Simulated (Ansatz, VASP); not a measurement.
## One calculation of Hf2Ti2Ge3, two programs

```xyz
7
Lattice="6.3193 0.0000 0.0000 -3.1596 5.4727 0.0000 0.0000 0.0000 5.1065" Properties=species:S:1:pos:R:3 pbc="T T T"
Hf    3.1596    1.8242    1.2812
Hf    3.1596    1.8242    3.8253
Ti    0.0000    3.6484    2.5533
Ti    0.0000    3.6484    0.0000
Ge   -1.9644    4.7826    2.5533
Ge    0.0000    1.3802    2.5533
Ge    1.9644    4.7826    2.5533
```

Alike in both runs: functional PBE; k mesh 3 × 3 × 4; occupations gaussian, width 0.2 eV; no spin polarisation.

Ansatz relaxed the structure, and its values are those at the end. VASP's run is a single point on that final structure, the one shown.

|  | VASP | Ansatz |
| --- | --- | --- |
| version | VASP 6.6.1 | Ansatz 0.2.0 |
| potentials or method | VASP PAW PBE potentials, release 64 (Hf_pv, Ti_sv, Ge_d), cutoff 520 eV | scalar-relativistic, plane waves, PAW |
| valence electrons in the cell | 86 | 118 |

Ansatz gave:

| Item | Value |
| --- | --- |
| gap on the k mesh at the Fermi level (eV) | none |
| pressure (GPa) | 0.1 |
| rms of the force components (eV/Å) | 0.014 |

Q: What did VASP give for the same quantities?

A: gap on the k mesh at the Fermi level (eV): none; pressure (GPa): -0.1; rms of the force components (eV/Å): 0.014.

A gap of «none» marks a metal or a gap that the smearing closes. VASP's potentials hold 86 valence electrons a cell and Ansatz's 118, so a difference there can come from the potentials and not from the codes.

The k mesh is coarse, so the values compare programs but aren't converged. Neither program's run includes spin-orbit coupling.
